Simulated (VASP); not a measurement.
A run of VASP 6.6.1 is set up as follows.

INCAR

```
SYSTEM = Ni
PREC = Accurate
ENCUT = 520
EDIFF = 1E-6
ISMEAR = -1
SIGMA = 0.05
LREAL = .False.
LASPH = .True.
NELM = 150
ALGO = Normal
ISIF = 2
LWAVE = .False.
LCHARG = .True.
ISPIN = 2
MAGMOM = 0.623 0.671 0.671
LORBIT = 11
LMAXMIX = 4
GGA = PS
LELF = .True.
LVHAR = .True.
NBANDS = 26
```

KPOINTS

```
Automatic mesh
0
Gamma
  10 10 15
  0 0 0
```

File POSCAR:

```
Ni
1.0
    3.8746751747      0.0000000000      0.0000000000
   -1.9373375873      3.3555671327      0.0000000000
    0.0000000000      0.0000000000      2.3464885436
Ni
3
Direct
    1.0000000000      1.0000000000      0.0000000000
    0.3333333333      0.6666666667      0.5000000000
    0.6666666667      0.3333333333      0.5000000000
```

Potentials or basis: VASP PAW PBE potentials, release 64 (Ni).

Run with:

```bash
$ cat potpaw_PBE.64/Ni/POTCAR > POTCAR
$ mpirun -np 1 vasp_std > vasp.out
```

(1) What does it give for the net moment?

(2) Estimate the site moments.

(3) What does it give for the pressure?

Answers

(1) 1.79 μB per cell.

(2) Ni +0.57, +0.61 (each value once) μB.

(3) 9.6 GPa.

Caveat: the cell stands under pressure; the PAW data sets were made with another functional, which shifts forces and pressure a little.
